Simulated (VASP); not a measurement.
# SnO in VASP: single point with PBE+D3(BJ)

Aim: the single point of SnO with PBE+D3(BJ).

All numbers are computed with VASP 6.6.1; they aren't measurements. Logs are shortened: lines on timing, memory, paths and dates and some standing lists are left out, and cuts for length are marked.

## (1) The cell of the first run

The cell holds a slab with vacuum, 8 atoms: a = 3.820 Å, b = 3.820 Å, c = 22.226 Å, α = 90.00°, β = 90.00°, γ = 90.00°.

## (2) Single point, PBE+D3(BJ) (layers slid over each other)

INCAR reads:

```
  PREC = Accurate
  ENCUT = 520
  EDIFF = 1E-7
  ISMEAR = 0
  SIGMA = 0.05
  LREAL = False
  LASPH = True
  NELM = 80
  ALGO = Normal
  ISIF = 2
  LWAVE = False
  LCHARG = True
  LDIPOL = True
  IDIPOL = 3
  DIPOL = 0.5 0.5 0.394
  GGA = PE
  IVDW = 12
  LELF = True
  LVHAR = True
  LVACPOTAV = True
  NBANDS = 50
```

KPOINTS reads:

```
regular mesh
0
Gamma
  7 7 1
```

POSCAR reads:

```
SnO
1.0
    3.8201636883      0.0000000000      0.0000000000
    0.0000000000      3.8201636883      0.0000000000
    0.0000000000      0.0000000000     22.2260802162
Sn O
4 4
Direct
    0.7500000000      0.2500000000      0.2024648501
    0.2500000000      0.7500000000      0.3087831971
    0.2500000000      1.0000000000      0.4797535150
    0.7500000000      0.5000000000      0.5860718620
    0.2500000000      0.2500000000      0.2556240236
    0.7500000000      0.7500000000      0.2556240236
    0.7500000000      1.0000000000      0.5329126885
    0.2500000000      0.5000000000      0.5329126885
```

Potentials or basis: VASP PAW PBE potentials, release 64 (Sn_d, O).

Started as:

```bash
cat potpaw_PBE.64/Sn_d/POTCAR potpaw_PBE.64/O/POTCAR > POTCAR
mpirun -np 1 vasp_std > vasp.out
```

OUTCAR:

```text
PREC = Accurate
   ENCUT = 520
   EDIFF = 1E-7
   ISMEAR = 0
   LREAL = False
   LASPH = True
   NELM = 80
   ISIF = 2
   GGA = PE
   IVDW = 12
 IVDW          = 12

 ion  position               nearest neighbor table
   1  0.750  0.250  0.202-   5 2.25   6 2.25   6 2.25   5 2.25   2 3.59   2 3.59   2 3.59   2 3.59

   2  0.250  0.750  0.309-   5 2.25   6 2.25   5 2.25   6 2.25   1 3.59   1 3.59   1 3.59   1 3.59

   3  0.250  0.000  0.480-   7 2.25   8 2.25   8 2.25   7 2.25   4 3.59   4 3.59   4 3.59   4 3.59

   4  0.750  0.500  0.586-   7 2.25   8 2.25   7 2.25   8 2.25   3 3.59   3 3.59   3 3.59   3 3.59

   5  0.250  0.250  0.256-   1 2.25   2 2.25   2 2.25   1 2.25
   6  0.750  0.750  0.256-   1 2.25   2 2.25   1 2.25   2 2.25
   7  0.750  0.000  0.533-   3 2.25   4 2.25   4 2.25   3 2.25
   8  0.250  0.500  0.533-   3 2.25   4 2.25   3 2.25   4 2.25

  LATTYP: Found a simple tetragonal cell.
 ALAT       =     3.8201636883
 C/A-ratio  =     5.8180962989

  Lattice vectors:

 A1 = (   3.8201636883,   0.0000000000,   0.0000000000)
 A2 = (   0.0000000000,   3.8201636883,   0.0000000000)
 A3 = (   0.0000000000,   0.0000000000,  22.2260802162)

Analysis of symmetry for initial positions (statically):
=====================================================================
 Subroutine PRICEL returns:
 Original cell was already a primitive cell.

 Routine SETGRP: Setting up the symmetry group for a
 simple tetragonal supercell.

 Subroutine GETGRP returns: Found  4 space group operations
 (whereof  1 operations were pure point group operations)
 out of a pool of 16 trial point group operations.

The static configuration has the point symmetry C_1 .
 The point group associated with its full space group is C_2h.

Analysis of symmetry for dynamics (positions and initial velocities):
=====================================================================
 Subroutine PRICEL returns:
 Original cell was already a primitive cell.

 Routine SETGRP: Setting up the symmetry group for a
 simple tetragonal supercell.

 Subroutine GETGRP returns: Found  4 space group operations
 (whereof  1 operations were pure point group operations)
 out of a pool of 16 trial point group operations.

The dynamic configuration has the point symmetry C_1 .
 The point group associated with its full space group is C_2h.

 Subroutine INISYM returns: Found  4 space group operations
 (whereof  1 operations are pure point group operations),
 and found     1 'primitive' translations

----------------------------------------------------------------------------------------

                                     Primitive cell

  volume of cell :     324.3596

  direct lattice vectors                    reciprocal lattice vectors
     3.820163688  0.000000000  0.000000000     0.261768888  0.000000000  0.000000000
     0.000000000  3.820163688  0.000000000     0.000000000  0.261768888  0.000000000
     0.000000000  0.000000000 22.226080216     0.000000000  0.000000000  0.044992189

  length of vectors
     3.820163688  3.820163688 22.226080216     0.261768888  0.261768888  0.044992189

  position of ions in fractional coordinates (direct lattice)
     0.750000000  0.250000000  0.202464850
     0.250000000  0.750000000  0.308783197
     0.250000000  0.000000000  0.479753515
     0.750000000  0.500000000  0.586071862
     0.250000000  0.250000000  0.255624024
     0.750000000  0.750000000  0.255624024
     0.750000000  0.000000000  0.532912688
     0.250000000  0.500000000  0.532912688

  ion indices of the primitive-cell ions
   primitive index   ion index
                 1           1
                 2           2
                 3           3
                 4           4
                 5           5
                 6           6
                 7           7
                 8           8

----------------------------------------------------------------------------------------

 KPOINTS: regular mesh

Automatic generation of k-mesh.
 Grid dimensions read from file:
 generate k-points for:    7    7    1

 Generating k-lattice:

  Cartesian coordinates                     Fractional coordinates (reciprocal lattice)
     0.037395555  0.000000000  0.000000000     0.142857143  0.000000000  0.000000000
     0.000000000  0.037395555  0.000000000     0.000000000  0.142857143  0.000000000
     0.000000000  0.000000000  0.044992189     0.000000000  0.000000000  1.000000000

  Length of vectors
     0.037395555  0.037395555  0.044992189

  Shift w.r.t. Gamma in fractional coordinates (k-lattice)
     0.000000000  0.000000000  0.000000000

 Subroutine IBZKPT returns following result:
 ===========================================

 Found     16 irreducible k-points:

 Following reciprocal coordinates:
            Coordinates               Weight
  0.000000  0.000000  0.000000      1.000000
  0.142857  0.000000  0.000000      2.000000
  0.000000  0.142857  0.000000      2.000000
  0.285714  0.000000  0.000000      2.000000
  0.000000  0.285714  0.000000      2.000000
  0.428571  0.000000  0.000000      2.000000
[... 8 lines left out ...]
 -0.285714  0.428571  0.000000      4.000000
  0.428571  0.428571  0.000000      4.000000
   k-points           NKPTS =     16   k-points in BZ     NKDIM =     16   number of bands    NBANDS=     50
   number of dos      NEDOS =    301   number of ions     NIONS =      8
   total plane-waves  NPLWV = 131712
   dimension x,y,z NGX =    28 NGY =   28 NGZ =  168
   dimension x,y,z NGXF=    56 NGYF=   56 NGZF=  336
   ions per type =               4   4
   NGX,Y,Z   is equivalent  to a cutoff of  12.19, 12.19, 12.57 a.u.
   NGXF,Y,Z  is equivalent  to a cutoff of  24.37, 24.37, 25.13 a.u.
 SYSTEM =  unknown system
   PREC   = accura    normal or accurate (medium, high low for compatibility)
   ISTART =      0    job   : 0-new  1-cont  2-samecut
   ICHARG =      2    charge: 1-file 2-atom 10-const
   ISPIN  =      1    spin polarized calculation?
   LNONCOLLINEAR =      F non collinear calculations
   LSORBIT =      F    spin-orbit coupling
   LASPH  =      T    aspherical Exc in radial PAW
   ENCUT  =  520.0 eV  38.22 Ry    6.18 a.u.   7.10  7.10 41.33*2*pi/ulx,y,z
   NELM   =     80;   NELMIN=  2; NELMDL= -5     # of ELM steps
   EDIFF  = 0.1E-06   stopping-criterion for ELM
   LREAL  =      F    real-space projection
   EDIFFG = 0.1E-05   stopping-criterion for IOM
   NSW    =      0    number of steps for IOM
   IBRION =     -1    ionic relax: 0-MD 1-quasi-New 2-CG
   NFREE  =      0    steps in history (QN), initial steepest desc. (CG)
   ISIF   =      2    stress and relaxation
   ISYM   =      2    0-nonsym 1-usesym 2-fastsym
   POTIM  = 0.5000    time-step for ionic-motion
   TEBEG  =    0.0;   TEEND  =   0.0 temperature during run
   PSTRESS=    0.0 pullay stress
   NELECT =      80.0000    total number of electrons
   NUPDOWN=      -1.0000    fix difference up-down
   EMIN   =  10.00;   EMAX   =-10.00  energy-range for DOS
   EFERMI =   0.00;   METHOD = LEGACY
   ISMEAR =     0;   SIGMA  =   0.05  broadening in eV -4-tet -1-fermi 0-gaus
   EFERMI_NEDOS =   21; number of points for ismear=-14 and -15
   IALGO  =     38    algorithm
   IMIX   =      4    mixing-type and parameters
     AMIX     =   0.40;   BMIX     =  1.00
     AMIX_MAG =   1.60;   BMIX_MAG =  1.00
  volume/ion in A,a.u.               =      40.54       273.61
  Fermi-wavevector in a.u.,A,eV,Ry     =   1.026666  1.940118 14.341129  1.054043
  Thomas-Fermi vector in A             =   2.160571
   LORBIT       =      0    0 simple, 1 ext, 2 COOP (PROOUT), +10 PAW based schemes
   GGA     = PE    functional components
   LHFCALC =     F    Hartree Fock is set to
   AEXX    =    0.0000 exact exchange contribution
   IVDW    =    12    specifies the selected vdW correction
   LEPSILON=     F    determine dielectric tensor
   LRPA    =     F    only Hartree local field effects (RPA)
 non-spin polarized calculation
 Gauss-broadening in eV      SIGMA  =   0.05
  energy-cutoff  :      520.00
  volume of cell :      324.36
 maximum number of plane-waves:      8769
   NGX = 15   NGY = 15   NGZ = 83

 dipolmoment           0.000000      0.000000      0.000099 electrons x Angstroem

 number of electron      79.9999971 magnetization

 dipolmoment           0.000000      0.000000     -0.000001 electrons x Angstroem

 Free energy of the ion-electron system (eV)
  ---------------------------------------------------
  ext. energy  EPLUGINS =         0.00000000
  ---------------------------------------------------
  free energy    TOTEN  =       -45.08619602 eV

  energy without entropy =      -45.08619602  energy(sigma->0) =      -45.08619602

 E-fermi :   0.1836     XC(G=0):  -5.2626

 val. band max:       -0.0426739418   @ k =   0.2857   0.0000   0.0000
 cond. band min:       2.0279683468   @ k =   0.4286   0.0000   0.0000
 fundamental gap:      2.0706422886
 Fermi energy:         0.1836289307

 k-point     1 :       0.0000    0.0000    0.0000
  band No.  band energies     occupation
      1     -21.0416      2.00000
      2     -21.0415      2.00000
      3     -20.6813      2.00000
      4     -20.6812      2.00000
      5     -20.6463      2.00000
      6     -20.6447      2.00000
[... 42 lines left out ...]
     49       5.1876      0.00000
     50       5.2839      0.00000

 k-point     2 :       0.1429    0.0000    0.0000
  band No.  band energies     occupation
      1     -21.0328      2.00000
      2     -21.0326      2.00000
      3     -20.6820      2.00000
      4     -20.6819      2.00000
      5     -20.6465      2.00000
      6     -20.6462      2.00000
[... 42 lines left out ...]
     49       5.2893      0.00000
     50       5.4968      0.00000

 k-point     3 :       0.0000    0.1429    0.0000
  band No.  band energies     occupation
      1     -21.0327      2.00000
      2     -21.0326      2.00000
      3     -20.6823      2.00000
      4     -20.6819      2.00000
      5     -20.6478      2.00000
      6     -20.6460      2.00000
[... 678 lines left out ...]
     49       5.8343      0.00000
     50       6.1626      0.00000

 k-point    16 :       0.4286    0.4286    0.0000
  band No.  band energies     occupation
      1     -20.9838      2.00000
      2     -20.9828      2.00000
      3     -20.9699      2.00000
      4     -20.9689      2.00000
      5     -20.6483      2.00000
      6     -20.6478      2.00000
[... 42 lines left out ...]
     49       6.0514      0.00000
     50       6.2726      0.00000

------------------------ aborting loop because EDIFF is reached ----------------------------------------

 Edisp (eV)   -1.27322

 E8    (eV) :    -0.5629

  FORCE on cell =-STRESS in cart. coord.  units (eV):
  Direction    XX          YY          ZZ          XY          YZ          ZX
  --------------------------------------------------------------------------------------
  -------------------------------------------------------------------------------------
  Total       0.34616     0.47447     0.74985     0.00000     0.64993     0.00000
  in kB       1.70984     2.34364     3.70390     0.00000     3.21033     0.00000
  external pressure =        2.59 kB  Pullay stress =        0.00 kB

 VOLUME and BASIS-vectors are now :
 -----------------------------------------------------------------------------
  energy-cutoff  :      520.00
  volume of cell :      324.36
      direct lattice vectors                 reciprocal lattice vectors
     3.820163688  0.000000000  0.000000000     0.261768888  0.000000000  0.000000000
     0.000000000  3.820163688  0.000000000     0.000000000  0.261768888  0.000000000
     0.000000000  0.000000000 22.226080216     0.000000000  0.000000000  0.044992189

 POSITION                                       TOTAL-FORCE (eV/Angst)
 -----------------------------------------------------------------------------------
      2.86512      0.95504      4.50000         0.000000     -0.012291     -0.078231
      0.95504      2.86512      6.86304         0.000000     -0.084343     -0.058028
      0.95504      0.00000     10.66304         0.000000      0.084343      0.058028
      2.86512      1.91008     13.02608         0.000000      0.012291      0.078231
      0.95504      0.95504      5.68152         0.000000     -0.061214     -0.002717
      2.86512      2.86512      5.68152         0.000000      0.024787      0.000310
      2.86512      0.00000     11.84456         0.000000     -0.024787     -0.000310
      0.95504      1.91008     11.84456         0.000000      0.061214      0.002717
 -----------------------------------------------------------------------------------
    total drift:                                0.000000     -0.000000     -0.000053

  FREE ENERGIE OF THE ION-ELECTRON SYSTEM (eV)
  ---------------------------------------------------
  free  energy   TOTEN  =       -46.3594168153 eV

  energy  without entropy=      -46.3594168153  energy(sigma->0) =      -46.35941682

 vacuum level on the upper side and lower side of the slab         4.945         4.945
```

Wall time 4.2 min (1 thread of Intel Xeon 6975P-C (Granite Rapids), shared host); peak memory 0.44 GiB.

Results:

| Property | Result |
| --- | --- |
| Free energy | -46.3594 eV |
| Largest force | 0.102 eV/Å |
| Band gap on the k mesh | 2.07 eV (least direct gap 2.28 eV) |
| Dispersion energy per atom | -0.159 eV |

Forces in eV/Å, atoms in the order of the input:
```
Sn   0.000 -0.012 -0.078
Sn   0.000 -0.084 -0.058
Sn   0.000  0.084  0.058
Sn   0.000  0.012  0.078
O    0.000 -0.061 -0.003
O    0.000  0.025  0.000
O    0.000 -0.025  0.000
O    0.000  0.061  0.003
```

Levels at points of the mesh, in eV from the valence-band top:
```
           k point  band 36  band 37  band 38  band 39  band 40  band 41  band 42  band 43  band 44  band 45
(0.00, 0.00, 0.00)    -2.09    -2.09    -2.09    -0.86    -0.05     2.41     2.72     2.72     3.94     4.75
```

Caveat: the cell differs from its parent crystal (layers slid over each other); spin-orbit coupling is left out, which moves the levels of the heavy elements.
